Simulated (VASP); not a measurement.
Input of a VASP 6.6.1 run:

Contents of INCAR:

```
PREC = Accurate
ENCUT = 600
EDIFF = 1E-7
ISMEAR = 0
SIGMA = 0.1
LREAL = False
LASPH = True
NELM = 60
ALGO = Fast
ISIF = 4
LWAVE = False
LCHARG = False
GGA = PE
IBRION = 2
NSW = 50
EDIFFG = -0.01
```

File KPOINTS:

```
Automatic mesh
0
Gamma
  22 22 20
```

POSCAR

```
Ga
1.0
    1.4466308973     -2.5113105156      0.0000000000
    1.4466308973      2.5113105156      0.0000000000
    0.0000000000      0.0000000000      2.7516145887
Ga
1
Direct
    0.5000000000      0.5000000000      0.0000000000
```

Potentials or basis: VASP PAW PBE potentials, release 64 (Ga_d).

The run is started by

```console
$ cat potpaw_PBE.64/Ga_d/POTCAR > POTCAR
$ mpirun -np 1 vasp_std > vasp.out
```

(1) Estimate the band gap on the k mesh.

## Answers

(1) zero (an odd number of electrons rules out a gap without spin polarisation).

Caveat: the relaxation stopped at its first step, so nothing moved.
